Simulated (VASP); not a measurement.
Crystal: GaSi.

```xyz
4
Lattice="1.8977 -5.3292 0.0000 1.8977 5.3292 0.0000 0.0000 0.0000 3.5207" Properties=species:S:1:pos:R:3 pbc="T T T"
Ga    1.8977   -3.6070    0.8802
Ga    1.8977    3.6070    2.6405
Si    1.8977   -0.8527    0.8802
Si    1.8977    0.8527    2.6405
```

```yaml
Program: VASP 6.6.1
Task: relaxation of cell and atoms
Functional: PBE
Potentials_or_basis: VASP PAW PBE potentials, release 64 (Ga_d, Si)
Cutoff: 600 eV
k_mesh: 14 × 14 × 14
Occupations: gaussian, width 0.1 eV
Spin: no spin polarisation
```

At the start: pressure 0.0 GPa; volume 17.80 Å³/atom.

Problem. How do energy, volume and symmetry change on relaxing?

Solution. Over 19 steps the energy falls by 6.1 meV/atom and the volume is 17.77 Å³/atom (-0.2 %); space group Cmcm (No. 63, to 0.1 Å) before and after.

Step by step:
| step | energy change (eV) | largest force (eV/Å) | pressure (GPa) | volume (Å³) |
| --- | --- | --- | --- | --- |
| 1 | 0.0000 | 0.0415 | 0.02 | 71.21 |
| 2 | -0.0170 | 0.0460 | -0.18 | 71.23 |
| 3 | -0.0208 | 0.0701 | -0.27 | 71.23 |
| 4 | -0.0208 | 0.0680 | -0.25 | 71.23 |
| 5 | -0.0221 | 0.0548 | 0.05 | 70.91 |
| 6 | -0.0224 | 0.0464 | 0.28 | 70.71 |
| 7 | -0.0233 | 0.0410 | 0.01 | 70.90 |
| 8 | -0.0234 | 0.0446 | -0.06 | 71.00 |
| 9 | -0.0235 | 0.0470 | -0.14 | 71.02 |
| 10 | -0.0239 | 0.0345 | 0.05 | 70.94 |
| 11 | -0.0239 | 0.0336 | 0.05 | 70.93 |
| 12 | -0.0240 | 0.0306 | 0.01 | 70.89 |
| 13 | -0.0243 | 0.0138 | 0.14 | 70.90 |
| 14 | -0.0243 | 0.0104 | 0.12 | 70.90 |
| 15 | -0.0243 | 0.0069 | -0.12 | 71.13 |
| 16 | -0.0244 | 0.0131 | 0.05 | 71.05 |
| 17 | -0.0243 | 0.0068 | -0.07 | 71.08 |
| 18 | -0.0243 | 0.0122 | -0.03 | 71.07 |
| 19 | -0.0244 | 0.0052 | -0.07 | 71.08 |

Final structure:
```
Ga Si
1.0
     1.91966   -5.18583    0.00000
     1.91966    5.18583    0.00000
     0.00000    0.00000    3.57015
Ga Si
2 2
Direct
  0.84104 0.15896 0.25000
  0.15896 0.84104 0.75000
  0.58151 0.41849 0.25000
  0.41849 0.58151 0.75000
```
